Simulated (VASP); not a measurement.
Write the native input for VASP 6.6.1 that does the following.

```
Task                   : single point
Functional             : PBE
Potentials or basis    : VASP PAW PBE potentials, release 64 (Hf_pv, S)
Cutoff                 : 520 eV
k mesh                 : 4 × 4 × 2
Occupations            : gaussian, width 0.2 eV
Spin                   : no spin polarisation
Dipole correction      : no
Further INCAR settings : ALGO = Normal; EDIFF = 1e-06; NBANDS = 40
```

The structure of Hf3S5 lies in POSCAR:

```
Hf3S5
1.0
    3.3423181260      0.0000000000      0.0000000000
    0.0000000000      3.3423181260      0.0000000000
    0.0000000000      0.0000000000     12.1260634426
Hf S
3 5
Direct
    0.5000000000      0.5000000000      0.1480435607
    0.5000000000      0.5000000000      0.8519564393
    0.0000000000      0.0000000000      0.5000000000
    0.0000000000      0.0000000000      0.2415357741
    0.0000000000      0.0000000000      0.7584642259
    0.0000000000      0.0000000000      0.0000000000
    0.5000000000      0.5000000000      0.3886820996
    0.5000000000      0.5000000000      0.6113179004
```

The cell was generated, and may not be a known phase.

These files were run (other wordings do the same):

INCAR

```
SYSTEM = Hf3S5
ALGO = Normal ; EDIFF = 1E-6
ENCUT = 520 ; GGA = PE
ISIF = 2 ; ISMEAR = 0
LASPH = .TRUE. ; LCHARG = .FALSE.
LREAL = .FALSE. ; LWAVE = .FALSE.
NBANDS = 40 ; NELM = 100
PREC = Accurate ; SIGMA = 0.2
```

KPOINTS

```
k-points
0
G
  4 4 2
  0 0 0
```

Potentials or basis: VASP PAW PBE potentials, release 64 (Hf_pv, S).

Launch:

```bash
$ cat potpaw_PBE.64/Hf_pv/POTCAR potpaw_PBE.64/S/POTCAR > POTCAR
$ mpirun -np 1 vasp_std > vasp.out
```

It gave:

| Item | Value |
| --- | --- |
| Pressure | -1.1 GPa |
| Largest force | 0.056 eV/Å |
| Band gap on the k mesh | zero (bands 30 and 31 overlap by 2.25 eV) |

Caveat: the k points lie up to 0.47 Å⁻¹ apart, too coarse for converged energies and pressures of a metal; spin-orbit coupling is left out, which moves the levels of the heavy elements.

Wall time 2.8 min on 1 thread of Intel Xeon 8259CL, on a shared host, peak memory 0.27 GiB.
